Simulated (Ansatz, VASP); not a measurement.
# Two plane-wave programs on Al3B2As

```xyz
6
Lattice="6.2060 0.0000 0.0000 -3.1030 5.3746 0.0000 0.0000 0.0000 2.6051" Properties=species:S:1:pos:R:3 pbc="T T T"
Al    3.1030    0.0000    1.3025
Al   -1.5515    2.6873    1.3025
Al    1.5515    2.6873    1.3025
B     0.0000    3.5831    0.0000
B     3.1030    1.7915    0.0000
As    0.0000    0.0000    0.0000
```

Alike in both runs: task relaxation of cell and atoms; functional PBE; k mesh 6 × 6 × 14; occupations gaussian, width 0.1 eV; no spin polarisation.

|  | VASP | Ansatz |
| --- | --- | --- |
| version | VASP 6.6.1 | Ansatz 0.2.0 |
| potentials or method | VASP PAW PBE potentials, release 64 (Al, B, As), cutoff 600 eV | scalar-relativistic, plane waves, PAW |
| valence electrons in the cell | 20 | 30 |

Ansatz gave:

| Quantity | Value |
| --- | --- |
| gap on the k mesh at the Fermi level, each at its own relaxed structure (eV) | none |
| relaxed volume (Å³/atom) | 14.39 |
| relaxed length of the cell vector where the two differ most in proportion (Å) | 6.137 |

Question: Which values does VASP return?

Answer: gap on the k mesh at the Fermi level, each at its own relaxed structure (eV): none; relaxed volume (Å³/atom): 14.38; relaxed length of the cell vector where the two differ most in proportion (Å): 6.135.

A gap of «none» marks a metal or a gap that the smearing closes. VASP's potentials hold 20 valence electrons a cell and Ansatz's 30, so a difference there can come from the potentials and not from the codes.
